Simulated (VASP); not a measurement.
Crystal: K.

```
K
1.0
    -2.69756    2.69756    2.69756
     2.69756   -2.69756    2.69756
     2.69756    2.69756   -2.69756
K
1
Direct
  0.00000 0.00000 0.00000
```

```yaml
Program: VASP 6.6.1
Task: relaxation of cell and atoms
Functional: LDA
Potentials_or_basis: VASP PAW LDA potentials, release 64 (K_sv)
Cutoff: 600 eV
k_mesh: 7 × 7 × 7
Occupations: fermi-dirac, width 0.05 eV
Spin: no spin polarisation
```

At the start: pressure -0.6 GPa; volume 78.52 Å³/atom.

Where does the relaxation end?

Over 4 steps the energy falls by 33.2 meV/atom and the volume is 63.81 Å³/atom (-18.7 %); space group Im-3m (No. 229, to 0.05 Å).

Step by step:
| step | energy change (eV) | largest force (eV/Å) | pressure (GPa) | volume (Å³) |
| --- | --- | --- | --- | --- |
| 1 | 0.0000 | 0.0000 | -0.62 | 78.52 |
| 2 | -0.0123 | 0.0000 | -0.54 | 75.12 |
| 3 | -0.0328 | 0.0000 | -0.10 | 65.51 |
| 4 | -0.0332 | 0.0000 | 0.01 | 63.81 |

Final structure:
```xyz
1
Lattice="-2.5174 2.5174 2.5174 2.5174 -2.5174 2.5174 2.5174 2.5174 -2.5174" Properties=species:S:1:pos:R:3 pbc="T T T"
K     0.0000    0.0000    0.0000
```

Caveat: the volume moved by over 15 % at a fixed basis, so the end points are rough.
